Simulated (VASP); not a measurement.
# MgO (Fm-3m) in VASP: relaxation of volume and atoms at fixed shape with LDA

Aim: the relaxation of volume and atoms at fixed shape of MgO with LDA.

All numbers are computed with VASP 6.6.1; they aren't measurements. Logs are shortened: lines on timing, memory, paths and dates and some standing lists are left out, and cuts for length are marked.

## 1. The cell of the first run

Symmetry: Fm-3m, No. 225, cubic system. Conventional cell: a = 4.210 Å, b = 4.210 Å, c = 4.210 Å, α = 90.00°, β = 90.00°, γ = 90.00°. Within 2.8 Å of Mg (site symmetry m-3m) lie 6 O at 2.10 Å. O (site symmetry m-3m) has 6 Mg at 2.10 Å within 2.8 Å.

## 2. Relaxation of volume and atoms at fixed shape, LDA

The input, INCAR:

```
  PREC = Accurate
  ENCUT = 840
  EDIFF = 1E-7
  ISMEAR = 1
  SIGMA = 0.1
  LREAL = False
  LASPH = True
  NELM = 120
  ALGO = Normal
  ISIF = 8
  LWAVE = False
  LCHARG = False
  IBRION = 2
  NSW = 80
  EDIFFG = -0.01
  GGA_COMPAT = False
  NELMIN = 4
```

The input, KPOINTS:

```
Automatic mesh
0
Gamma
  8 8 8
```

The input, POSCAR:

```
MgO
1.0
    4.2100000000      0.0000000000      0.0000000000
    0.0000000000      4.2100000000      0.0000000000
    0.0000000000      0.0000000000      4.2100000000
Mg O
4 4
Direct
    0.0000000000      0.0000000000      0.0000000000
    0.0000000000      0.5000000000      0.5000000000
    0.5000000000      0.0000000000      0.5000000000
    0.5000000000      0.5000000000      0.0000000000
    0.5000000000      0.0000000000      0.0000000000
    0.5000000000      0.5000000000      0.5000000000
    0.0000000000      0.0000000000      0.5000000000
    0.0000000000      0.5000000000      0.0000000000
```

Potentials or basis: VASP PAW LDA potentials, release 64 (Mg_sv, O).

The run is started by

```sh
cat potpaw_LDA.64/Mg_sv/POTCAR potpaw_LDA.64/O/POTCAR > POTCAR
mpirun -np 1 vasp_std > vasp.out
```

OUTCAR:

```text
PREC = Accurate
   ENCUT = 840
   EDIFF = 1E-7
   ISMEAR = 1
   LREAL = False
   LASPH = True
   NELM = 120
   ISIF = 8
   IBRION = 2
   NSW = 80
   EDIFFG = -0.01
   NELMIN = 4

 ion  position               nearest neighbor table
   1  0.000  0.000  0.000-   5 2.10   7 2.10   8 2.10   7 2.10   8 2.10   5 2.10
   2  0.000  0.500  0.500-   6 2.10   7 2.10   8 2.10   8 2.10   7 2.10   6 2.10
   3  0.500  0.000  0.500-   5 2.10   6 2.10   7 2.10   5 2.10   6 2.10   7 2.10
   4  0.500  0.500  0.000-   5 2.10   6 2.10   8 2.10   6 2.10   5 2.10   8 2.10
   5  0.500  0.000  0.000-   1 2.10   3 2.10   4 2.10   3 2.10   4 2.10   1 2.10
   6  0.500  0.500  0.500-   2 2.10   3 2.10   4 2.10   4 2.10   3 2.10   2 2.10
   7  0.000  0.000  0.500-   1 2.10   2 2.10   3 2.10   1 2.10   2 2.10   3 2.10
   8  0.000  0.500  0.000-   1 2.10   2 2.10   4 2.10   2 2.10   1 2.10   4 2.10

  LATTYP: Found a simple cubic cell.
 ALAT       =     4.2100000000

  Lattice vectors:

 A1 = (   4.2100000000,   0.0000000000,   0.0000000000)
 A2 = (   0.0000000000,   4.2100000000,   0.0000000000)
 A3 = (   0.0000000000,   0.0000000000,   4.2100000000)

Analysis of symmetry for initial positions (statically):
=====================================================================
 Subroutine PRICEL returns following result:

  LATTYP: Found a face centered cubic cell.
 ALAT       =     4.2100000000

  Lattice vectors:

 A1 = (   2.1050000000,  -2.1050000000,   0.0000000000)
 A2 = (   2.1050000000,   0.0000000000,   2.1050000000)
 A3 = (   0.0000000000,  -2.1050000000,   2.1050000000)

   4 primitive cells build up your supercell.

 Routine SETGRP: Setting up the symmetry group for a
 simple cubic supercell.

 Subroutine GETGRP returns: Found 48 space group operations
 (whereof 48 operations were pure point group operations)
 out of a pool of 48 trial point group operations.

The static configuration has the point symmetry O_h .

Analysis of symmetry for dynamics (positions and initial velocities):
=====================================================================
 Subroutine PRICEL returns following result:

  LATTYP: Found a face centered cubic cell.
 ALAT       =     4.2100000000

  Lattice vectors:

 A1 = (   2.1050000000,  -2.1050000000,   0.0000000000)
 A2 = (   2.1050000000,   0.0000000000,   2.1050000000)
 A3 = (   0.0000000000,  -2.1050000000,   2.1050000000)

   4 primitive cells build up your supercell.

[... 114 lines left out ...]
   ISYM   =      2    0-nonsym 1-usesym 2-fastsym
   POTIM  = 0.5000    time-step for ionic-motion
   TEBEG  =    0.0;   TEEND  =   0.0 temperature during run
   PSTRESS=    0.0 pullay stress
   NELECT =      64.0000    total number of electrons
   NUPDOWN=      -1.0000    fix difference up-down
   EMIN   =  10.00;   EMAX   =-10.00  energy-range for DOS
   EFERMI =   0.00;   METHOD = LEGACY
   ISMEAR =     1;   SIGMA  =   0.10  broadening in eV -4-tet -1-fermi 0-gaus
   EFERMI_NEDOS =   21; number of points for ismear=-14 and -15
   IALGO  =     38    algorithm
   IMIX   =      4    mixing-type and parameters
     AMIX     =   0.40;   BMIX     =  1.00
     AMIX_MAG =   1.60;   BMIX_MAG =  1.00
  volume/ion in A,a.u.               =       9.33        62.94
  Fermi-wavevector in a.u.,A,eV,Ry     =   1.555438  2.939352 32.917767  2.419388
  Thomas-Fermi vector in A             =   2.659379
   LORBIT       =      0    0 simple, 1 ext, 2 COOP (PROOUT), +10 PAW based schemes
   GGA     = CA    functional components
   LHFCALC =     F    Hartree Fock is set to
   AEXX    =    0.0000 exact exchange contribution
   IVDW    =     0    specifies the selected vdW correction
   LEPSILON=     F    determine dielectric tensor
   LRPA    =     F    only Hartree local field effects (RPA)
 conjugate gradient relaxation of ions
 non-spin polarized calculation
 Methfessel and Paxton  Order N= 1 SIGMA  =   0.10
  energy-cutoff  :      840.00
  volume of cell :       74.62
 maximum number of plane-waves:      4224
 NGX is ok and might be reduce to    40
   NGX = 19   NGY = 19   NGZ = 19

--------------------------------------- Ionic step        1  -------------------------------------------

 number of electron      63.9999919 magnetization

 Free energy of the ion-electron system (eV)
  ---------------------------------------------------
  ext. energy  EPLUGINS =         0.00000000
  ---------------------------------------------------
  free energy    TOTEN  =       -52.90149012 eV

  energy without entropy =      -52.90244418  energy(sigma->0) =      -52.90180814

------------------------ aborting loop because EDIFF is reached ----------------------------------------

  FORCE on cell =-STRESS in cart. coord.  units (eV):
  Direction    XX          YY          ZZ          XY          YZ          ZX
  --------------------------------------------------------------------------------------
  -------------------------------------------------------------------------------------
  Total       -2.4607594     -2.4607594     -2.4607594     -0.0000000     -0.0000000     -0.0000000
  in kB      -52.8364286    -52.8364286    -52.8364286     -0.0000000     -0.0000000     -0.0000000
  external PRESSURE =     -52.8364286 kB  Pullay stress =       0.0000000 kB
[... 71 lines left out ...]
--------------------------------------- Ionic step        3  -------------------------------------------

 number of electron      63.9999986 magnetization

 Free energy of the ion-electron system (eV)
  ---------------------------------------------------
  ext. energy  EPLUGINS =         0.00000000
  ---------------------------------------------------
  free energy    TOTEN  =       -52.94139018 eV

  energy without entropy =      -52.94227525  energy(sigma->0) =      -52.94168521

 E-fermi :   2.8515     XC(G=0): -12.1078

 val. band max:        2.8272772759   @ k =   0.0000   0.0000   0.0000
 cond. band min:       7.8284144955   @ k =   0.0000   0.0000   0.0000
 fundamental gap:      5.0011372196
 Fermi energy:         2.8514941350

 k-point     1 :       0.0000    0.0000    0.0000
  band No.  band energies     occupation
      1     -68.3999      2.00000
      2     -68.3856      2.00000
      3     -68.3856      2.00000
      4     -68.3856      2.00000
      5     -35.9450      2.00000
      6     -35.9450      2.00000
[... 973 lines left out ...]
     37      14.7166      0.00000
     38      14.7166      0.00000

 [... further k-points ...]

------------------------ aborting loop because EDIFF is reached ----------------------------------------

  FORCE on cell =-STRESS in cart. coord.  units (eV):
  Direction    XX          YY          ZZ          XY          YZ          ZX
  --------------------------------------------------------------------------------------
  -------------------------------------------------------------------------------------
  Total       -0.0006701     -0.0006701     -0.0006701     -0.0000000     -0.0000000      0.0000000
  in kB       -0.0148581     -0.0148581     -0.0148581     -0.0000000     -0.0000000      0.0000000
  external PRESSURE =      -0.0148581 kB  Pullay stress =       0.0000000 kB
[... 23 lines left out ...]
  FREE ENERGIE OF THE ION-ELECTRON SYSTEM (eV)
  ---------------------------------------------------
  free  energy   TOTEN  =       -52.9413901828 eV

  energy  without entropy=      -52.9422752524  energy(sigma->0) =      -52.94168521

 reached required accuracy - stopping structural energy minimisation
```

OSZICAR:

```text
N       E                     dE             d eps       ncg     rms          rms(c)
DAV:   1     0.993847281002E+03    0.99385E+03   -0.53911E+04  2660   0.281E+03
DAV:   2     0.204489003321E+02   -0.97340E+03   -0.94711E+03  3136   0.764E+02
DAV:   3    -0.497686611125E+02   -0.70218E+02   -0.69882E+02  3604   0.180E+02
DAV:   4    -0.590008592821E+02   -0.92322E+01   -0.91903E+01  4040   0.504E+01
[... 27 lines left out ...]
DAV:   5    -0.529412736230E+02   -0.14026E-03   -0.51494E-04  3522   0.191E-01    0.357E-02
DAV:   6    -0.529413960347E+02   -0.12241E-03   -0.35421E-04  3534   0.123E-01    0.108E-02
DAV:   7    -0.529413904753E+02    0.55594E-05   -0.21708E-05  3080   0.420E-02    0.677E-03
DAV:   8    -0.529413902069E+02    0.26841E-06   -0.11961E-06  2776   0.605E-03    0.116E-03
DAV:   9    -0.529413901828E+02    0.24105E-07   -0.60284E-08  1786   0.208E-03
   3 F= -.52941390E+02 E0= -.52941685E+02  d E =-.399001E-01
```

Wall time 3.6 min (1 thread of Intel Xeon 6975P-C (Granite Rapids), shared host); peak memory 0.29 GiB.

What came out:

```
Free energy                           : -52.9414 eV
Relaxed volume                        : 9.03 Å³/atom
Relaxed cell                          : a = 4.165 Å, b = 4.165 Å, c = 4.165 Å, α = 90.00°, β = 90.00°, γ = 90.00°
Space group after relaxing (to 0.1 Å) : Fm-3m (No. 225)
Energy gained by relaxing             : 5.0 meV/atom
Ionic steps                           : 3
Pressure after relaxing               : 0.0 GPa
Band gap on the k mesh                : 5.00 eV
```

The path:
```csv
step,energy change (eV),largest force (eV/Å),pressure (GPa),volume (Å³)
1,0.0000,0.0000,-5.28,74.62
2,-0.0334,0.0000,2.30,71.35
3,-0.0399,0.0000,0.00,72.26
```

Final structure:
```xyz
8
Lattice="4.1652 0.0000 0.0000 0.0000 4.1652 0.0000 0.0000 0.0000 4.1652" Properties=species:S:1:pos:R:3 pbc="T T T"
Mg    0.0000    0.0000    0.0000
Mg    0.0000    2.0826    2.0826
Mg    2.0826    0.0000    2.0826
Mg    2.0826    2.0826    0.0000
O     2.0826    0.0000    0.0000
O     2.0826    2.0826    2.0826
O     0.0000    0.0000    2.0826
O     0.0000    2.0826    0.0000
```

Levels at points of the mesh, in eV from the valence-band top:
```csv
k point,band 30,band 31,band 32,band 33,band 34,band 35
"(0.00, 0.00, 0.00)",0.00,0.00,0.00,5.00,8.93,8.93
"(0.50, 0.00, 0.00)",-0.78,-0.78,-0.78,8.31,8.31,11.01
"(0.50, 0.50, 0.00)",-0.71,-0.71,-0.71,9.65,9.65,9.65
"(0.50, 0.50, 0.50)",-0.71,-0.71,-0.71,7.95,7.95,7.95
```

A k mesh can miss the band edges.
